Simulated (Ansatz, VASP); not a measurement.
One calculation of MgO, two programs

```
Mg O
1.0
     0.00000    2.10760    2.10760
     2.10760    0.00000    2.10760
     2.10760    2.10760    0.00000
Mg O
1 1
Direct
  0.98107 0.01893 0.01893
  0.52875 0.47125 0.47125
```

Change from the starting cell: mode 4 frozen in at -0.121 Å and mode 5 at +0.000 Å (largest displacements).

Alike in both runs: task single point; functional PBEsol; k mesh 10 × 10 × 10; occupations gaussian, width 0.05 eV; no spin polarisation.

|  | VASP | Ansatz |
| --- | --- | --- |
| version | VASP 6.6.1 | Ansatz 0.2.0 |
| potentials or method | VASP PAW PBE potentials, release 64 (Mg, O), cutoff 520 eV | scalar-relativistic, plane waves, PAW |
| valence electrons in the cell | 8 | 16 |

```csv
,VASP,Ansatz,Ansatz less VASP
gap on the k mesh at the Fermi level (eV),4.60,4.61,+0.004
least direct gap on the mesh (eV),4.60,4.61,+0.004
pressure (GPa),3.7,4.0,+0.33
"traceless stress, the component that is largest in VASP (GPa)",10.07,9.86,-0.209
rms of the force components (eV/Å),0.812,0.800,-0.0119
```

VASP's potentials were made for PBE, not for PBEsol, and Ansatz warns of the same on its side. Atom by atom the forces differ by 0.012 eV/Å (rms over components). VASP's potentials hold 8 valence electrons a cell and Ansatz's 16, so a difference there can come from the potentials and not from the codes.
